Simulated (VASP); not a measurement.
# NaHgH2 (P4/mmm) in VASP: notebook

NaHgH2 is run at these levels: PBE; tasks: single point, relaxation of cell and atoms.

All numbers are computed with VASP 6.6.1; they aren't measurements. Logs are shortened: lines on timing, memory, paths and dates and some standing lists are left out, and cuts for length are marked.

**1. The cell of the first run**

It takes space group P4/mmm (No. 123, tetragonal). The conventional cell has a = 3.704 Å, b = 3.704 Å, c = 6.142 Å, α = 90.00°, β = 90.00°, γ = 90.00°. Within 3.5 Å of Na (site symmetry 4/mmm) lie 8 H at 2.65 Å and 2 Hg at 3.07 Å. Hg (site symmetry 4/mmm) has 2 Na at 3.07 Å and 4 Hg at 3.70 Å and 8 H at 3.75 Å within 4.0 Å. H (site symmetry 4mm) has 1 H at 0.77 Å within 1.1 Å.

**2. Single point, PBE**

INCAR reads:

```
  PREC = Accurate
  ENCUT = 520
  EDIFF = 1E-7
  ISMEAR = 0
  SIGMA = 0.1
  LREAL = F
  LASPH = T
  NELM = 60
  ALGO = Normal
  ISIF = 2
  LWAVE = F
  LCHARG = F
  GGA = PE
  NBANDS = 18
```

KPOINTS reads:

```
Automatic mesh
0
Gamma
  16 16 8
```

POSCAR reads:

```
NaHgH2
1.0
    3.7038474089      0.0000000000      0.0000000000
    0.0000000000      3.7038474089      0.0000000000
    0.0000000000      0.0000000000      6.1417167684
Na Hg H
1 1 2
Direct
    0.0000000000      0.0000000000      0.5000000000
    0.0000000000      0.0000000000      0.0000000000
    0.5000000000      0.5000000000      0.4369541842
    0.5000000000      0.5000000000      0.5630458158
```

Potentials or basis: VASP PAW PBE potentials, release 64 (Na_pv, Hg, H).

On the command line:

```bash
> cat potpaw_PBE.64/Na_pv/POTCAR potpaw_PBE.64/Hg/POTCAR potpaw_PBE.64/H/POTCAR > POTCAR
> mpirun -np 1 vasp_std > vasp.out
```

OUTCAR:

```text
PREC = Accurate
   ENCUT = 520
   EDIFF = 1E-7
   ISMEAR = 0
   LREAL = F
   LASPH = T
   NELM = 60
   ISIF = 2
   GGA = PE

 ion  position               nearest neighbor table
   1  0.000  0.000  0.500-   2 3.07   2 3.07
   2  0.000  0.000  0.000-   1 3.07   1 3.07
   3  0.500  0.500  0.437-   4 0.77
   4  0.500  0.500  0.563-   3 0.77

  LATTYP: Found a simple tetragonal cell.
 ALAT       =     3.7038474089
 C/A-ratio  =     1.6581991887

  Lattice vectors:

 A1 = (   3.7038474089,   0.0000000000,   0.0000000000)
 A2 = (   0.0000000000,   3.7038474089,   0.0000000000)
 A3 = (   0.0000000000,   0.0000000000,   6.1417167684)

Analysis of symmetry for initial positions (statically):
=====================================================================
 Subroutine PRICEL returns:
 Original cell was already a primitive cell.

 Routine SETGRP: Setting up the symmetry group for a
 simple tetragonal supercell.

 Subroutine GETGRP returns: Found 16 space group operations
 (whereof 16 operations were pure point group operations)
 out of a pool of 16 trial point group operations.

The static configuration has the point symmetry D_4h.

Analysis of symmetry for dynamics (positions and initial velocities):
=====================================================================
 Subroutine PRICEL returns:
 Original cell was already a primitive cell.

 Routine SETGRP: Setting up the symmetry group for a
 simple tetragonal supercell.

 Subroutine GETGRP returns: Found 16 space group operations
 (whereof 16 operations were pure point group operations)
 out of a pool of 16 trial point group operations.

The dynamic configuration has the point symmetry D_4h.

 Subroutine INISYM returns: Found 16 space group operations
 (whereof 16 operations are pure point group operations),
 and found     1 'primitive' translations

----------------------------------------------------------------------------------------

                                     Primitive cell

  volume of cell :      84.2551

  direct lattice vectors                    reciprocal lattice vectors
     3.703847409  0.000000000  0.000000000     0.269989524  0.000000000  0.000000000
     0.000000000  3.703847409  0.000000000     0.000000000  0.269989524  0.000000000
     0.000000000  0.000000000  6.141716768     0.000000000  0.000000000  0.162820924

  length of vectors
     3.703847409  3.703847409  6.141716768     0.269989524  0.269989524  0.162820924

  position of ions in fractional coordinates (direct lattice)
     0.000000000  0.000000000  0.500000000
     0.000000000  0.000000000  0.000000000
     0.500000000  0.500000000  0.436954184
     0.500000000  0.500000000  0.563045816

  ion indices of the primitive-cell ions
   primitive index   ion index
                 1           1
                 2           2
                 3           3
                 4           4

----------------------------------------------------------------------------------------

 KPOINTS: Automatic mesh

Automatic generation of k-mesh.
 Grid dimensions read from file:
 generate k-points for:   16   16    8

 Generating k-lattice:

  Cartesian coordinates                     Fractional coordinates (reciprocal lattice)
     0.016874345  0.000000000  0.000000000     0.062500000  0.000000000  0.000000000
     0.000000000  0.016874345  0.000000000     0.000000000  0.062500000  0.000000000
     0.000000000  0.000000000  0.020352616     0.000000000  0.000000000  0.125000000

  Length of vectors
     0.016874345  0.016874345  0.020352616

  Shift w.r.t. Gamma in fractional coordinates (k-lattice)
     0.000000000  0.000000000  0.000000000

 Subroutine IBZKPT returns following result:
 ===========================================

 Found    225 irreducible k-points:

 Following reciprocal coordinates:
            Coordinates               Weight
  0.000000  0.000000  0.000000      1.000000
  0.062500  0.000000  0.000000      4.000000
  0.125000  0.000000  0.000000      4.000000
  0.187500  0.000000  0.000000      4.000000
  0.250000  0.000000  0.000000      4.000000
  0.312500  0.000000  0.000000      4.000000
[... 16 lines left out ...]
  0.437500  0.125000  0.000000      8.000000
  0.500000  0.125000  0.000000      4.000000
 [... further k-points ...]
   k-points           NKPTS =    225   k-points in BZ     NKDIM =    225   number of bands    NBANDS=     18
   number of dos      NEDOS =    301   number of ions     NIONS =      4
   total plane-waves  NPLWV =  37632
   dimension x,y,z NGX =    28 NGY =   28 NGZ =   48
   dimension x,y,z NGXF=    56 NGYF=   56 NGZF=   96
   ions per type =               1   1   2
   NGX,Y,Z   is equivalent  to a cutoff of  12.57, 12.57, 12.99 a.u.
   NGXF,Y,Z  is equivalent  to a cutoff of  25.14, 25.14, 25.99 a.u.
 SYSTEM =  unknown system
   PREC   = accura    normal or accurate (medium, high low for compatibility)
   ISTART =      0    job   : 0-new  1-cont  2-samecut
   ICHARG =      2    charge: 1-file 2-atom 10-const
   ISPIN  =      1    spin polarized calculation?
   LNONCOLLINEAR =      F non collinear calculations
   LSORBIT =      F    spin-orbit coupling
   LASPH  =      T    aspherical Exc in radial PAW
   ENCUT  =  520.0 eV  38.22 Ry    6.18 a.u.   6.89  6.89 11.42*2*pi/ulx,y,z
   NELM   =     60;   NELMIN=  2; NELMDL= -5     # of ELM steps
   EDIFF  = 0.1E-06   stopping-criterion for ELM
   LREAL  =      F    real-space projection
   EDIFFG = 0.1E-05   stopping-criterion for IOM
   NSW    =      0    number of steps for IOM
   IBRION =     -1    ionic relax: 0-MD 1-quasi-New 2-CG
   NFREE  =      0    steps in history (QN), initial steepest desc. (CG)
   ISIF   =      2    stress and relaxation
   ISYM   =      2    0-nonsym 1-usesym 2-fastsym
   POTIM  = 0.5000    time-step for ionic-motion
   TEBEG  =    0.0;   TEEND  =   0.0 temperature during run
   PSTRESS=    0.0 pullay stress
   NELECT =      21.0000    total number of electrons
   NUPDOWN=      -1.0000    fix difference up-down
   EMIN   =  10.00;   EMAX   =-10.00  energy-range for DOS
   EFERMI =   0.00;   METHOD = LEGACY
   ISMEAR =     0;   SIGMA  =   0.10  broadening in eV -4-tet -1-fermi 0-gaus
   EFERMI_NEDOS =   21; number of points for ismear=-14 and -15
   IALGO  =     38    algorithm
   IMIX   =      4    mixing-type and parameters
     AMIX     =   0.40;   BMIX     =  1.00
     AMIX_MAG =   1.60;   BMIX_MAG =  1.00
  volume/ion in A,a.u.               =      21.06       142.15
  Fermi-wavevector in a.u.,A,eV,Ry     =   1.030266  1.946920 14.441871  1.061448
  Thomas-Fermi vector in A             =   2.164355
   LORBIT       =      0    0 simple, 1 ext, 2 COOP (PROOUT), +10 PAW based schemes
   GGA     = PE    functional components
   LHFCALC =     F    Hartree Fock is set to
   AEXX    =    0.0000 exact exchange contribution
   IVDW    =     0    specifies the selected vdW correction
   LEPSILON=     F    determine dielectric tensor
   LRPA    =     F    only Hartree local field effects (RPA)
 non-spin polarized calculation
 Gauss-broadening in eV      SIGMA  =   0.10
  energy-cutoff  :      520.00
  volume of cell :       84.26
 maximum number of plane-waves:      2288
 NGX is ok and might be reduce to    28
   NGX = 13   NGY = 13   NGZ = 23

 number of electron      21.0000005 magnetization

 Free energy of the ion-electron system (eV)
  ---------------------------------------------------
  ext. energy  EPLUGINS =         0.00000000
  ---------------------------------------------------
  free energy    TOTEN  =        -7.73833327 eV

  energy without entropy =       -7.72968877  energy(sigma->0) =       -7.73401102

 E-fermi :   0.7685     XC(G=0):  -7.4990

 val. band max:        0.7431287311   @ k =   0.1875   0.1875   0.0000
 cond. band min:       0.7703319151   @ k =   0.2500   0.1875   0.3750
 fundamental gap:      0.0272031840
 Fermi energy:         0.7684937812

 k-point     1 :       0.0000    0.0000    0.0000
  band No.  band energies     occupation
      1     -24.8360      2.00000
      2     -24.8360      2.00000
      3     -24.7603      2.00000
      4      -8.6110      2.00000
      5      -6.2689      2.00000
      6      -6.2328      2.00000
[... 10 lines left out ...]
     17       9.6738      0.00000
     18       9.7696      0.00000

 k-point     2 :       0.0625    0.0000    0.0000
  band No.  band energies     occupation
      1     -24.8369      2.00000
      2     -24.8360      2.00000
      3     -24.7603      2.00000
      4      -8.5955      2.00000
      5      -6.2596      2.00000
      6      -6.2249      2.00000
[... 10 lines left out ...]
     17       9.3541      0.00000
     18       9.7962      0.00000

 k-point     3 :       0.1250    0.0000    0.0000
  band No.  band energies     occupation
      1     -24.8393      2.00000
      2     -24.8357      2.00000
      3     -24.7600      2.00000
      4      -8.5509      2.00000
      5      -6.2463      2.00000
      6      -6.1908      2.00000
[... 10 lines left out ...]
     17       9.8692      0.00000
     18       9.9423      0.00000

 k-point     4 :       0.1875    0.0000    0.0000
  band No.  band energies     occupation
      1     -24.8430      2.00000
      2     -24.8354      2.00000
      3     -24.7597      2.00000
      4      -8.4824      2.00000
      5      -6.2374      2.00000
      6      -6.1337      2.00000
[... 375 lines left out ...]
      4      -8.2003      2.00000
      5      -6.1667      2.00000
      6      -6.1043      2.00000
[... 10 lines left out ...]
     17       9.9436      0.00000
     18      10.0104      0.00000

 k-point    23 :       0.4375    0.1250    0.0000
  band No.  band energies     occupation
      1     -24.8570      2.00000
      2     -24.8371      2.00000
      3     -24.7580      2.00000
      4      -8.1512      2.00000
      5      -6.1638      2.00000
      6      -6.1277      2.00000
[... 10 lines left out ...]
     17       9.8512      0.00000
     18      10.3796      0.00000

 k-point    24 :       0.5000    0.1250    0.0000
  band No.  band energies     occupation
      1     -24.8578      2.00000
      2     -24.8370      2.00000
      3     -24.7579      2.00000
      4      -8.1338      2.00000
      5      -6.1629      2.00000
      6      -6.1358      2.00000
[... 10 lines left out ...]
     17       9.7868      0.00000
     18      10.6922      0.00000

 [... further k-points ...]

------------------------ aborting loop because EDIFF is reached ----------------------------------------

  FORCE on cell =-STRESS in cart. coord.  units (eV):
  Direction    XX          YY          ZZ          XY          YZ          ZX
  --------------------------------------------------------------------------------------
  -------------------------------------------------------------------------------------
  Total       -0.0338467     -0.0338467     -0.0479341      0.0000000      0.0000000      0.0000000
  in kB       -0.6436228     -0.6436228     -0.9115057      0.0000000      0.0000000      0.0000000
  external PRESSURE =      -0.7329171 kB  Pullay stress =       0.0000000 kB

 VOLUME and BASIS-vectors are now :
 -----------------------------------------------------------------------------
  energy-cutoff  :      520.00
  volume of cell :       84.26
      direct lattice vectors                 reciprocal lattice vectors
     3.703847409  0.000000000  0.000000000     0.269989524  0.000000000  0.000000000
     0.000000000  3.703847409  0.000000000     0.000000000  0.269989524  0.000000000
     0.000000000  0.000000000  6.141716768     0.000000000  0.000000000  0.162820924

 POSITION                                       TOTAL-FORCE (eV/Angst)
 -----------------------------------------------------------------------------------
      0.00000      0.00000      3.07086         0.000000     -0.000000     -0.000000
      0.00000      0.00000      0.00000         0.000000     -0.000000     -0.000000
      1.85192      1.85192      2.68365         0.000000      0.000000      0.008106
      1.85192      1.85192      3.45807         0.000000      0.000000     -0.008106
 -----------------------------------------------------------------------------------
    total drift:                               -0.000000      0.000000      0.000000

  FREE ENERGIE OF THE ION-ELECTRON SYSTEM (eV)
  ---------------------------------------------------
  free  energy   TOTEN  =        -7.7383332739 eV

  energy  without entropy=       -7.7296887725  energy(sigma->0) =       -7.73401102
```

Run time: 89 s. Hardware: 1 thread of Intel Xeon 6975P-C (Granite Rapids), shared host; peak memory 0.44 GiB.

Results:

```
Free energy            : -7.7383 eV
Pressure               : -0.1 GPa
Largest force          : 0.008 eV/Å
Band gap on the k mesh : zero (an odd number of electrons rules out a gap without spin polarisation)
```

Forces on the atoms (eV/Å):
```
Na   0.000  0.000  0.000
Hg   0.000  0.000  0.000
H    0.000  0.000  0.008
H    0.000  0.000 -0.008
```

Caveat: spin-orbit coupling is left out, which moves the levels of the heavy elements; an odd number of electrons without spin polarisation forces a metal; a magnetic or distorted state may lie lower.

(Part 1 of 2 ends here.)

The gap in the log of VASP goes by the Fermi energy; the results here count the filled bands.